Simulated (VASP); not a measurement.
## GaP: single point with LDA

GaP:

```
Ga P
1.0
     0.00000    2.68649    2.68649
     2.68649    0.00000    2.68649
     2.68649    2.68649    0.00000
Ga P
1 1
Cartesian
  0.0000 0.0000 0.0000
  1.3432 1.3432 1.3432
```

```
Program                : VASP 6.6.1
Task                   : single point
Functional             : LDA
Potentials or basis    : VASP PAW LDA potentials, release 64 (Ga_d, P)
Cutoff                 : 520 eV
k mesh                 : 6 × 6 × 6
Occupations            : fermi-dirac, width 0.02 eV
Spin                   : no spin polarisation
Dipole correction      : no
Further INCAR settings : ALGO = Normal; EDIFF = 1e-06; NBANDS = 16
```

| Item | Value |
| --- | --- |
| Pressure | 1.1 GPa |
| Band gap on the k mesh | 1.40 eV, indirect (least direct gap 1.99 eV) |

Levels at points of the mesh, in eV from the valence-band top:
| k point | band 7 | band 8 | band 9 | band 10 | band 11 | band 12 |
| --- | --- | --- | --- | --- | --- | --- |
| (0.00, 0.00, 0.00) | 0.00 | 0.00 | 0.00 | 1.99 | 3.77 | 3.77 |
| (0.50, 0.00, 0.00) | -6.96 | -1.19 | -1.19 | 1.64 | 4.61 | 4.61 |
| (0.50, 0.50, 0.00) | -7.05 | -2.86 | -2.86 | 1.40 | 1.63 | 10.78 |

Wall time 5.9 s on 1 thread of AMD EPYC 7R13 Processor (Zen 3), with other jobs on the host, peak memory 0.11 GiB.

A k mesh can miss the band edges. A hybrid or GW would open this gap; LDA tends to underestimate it.
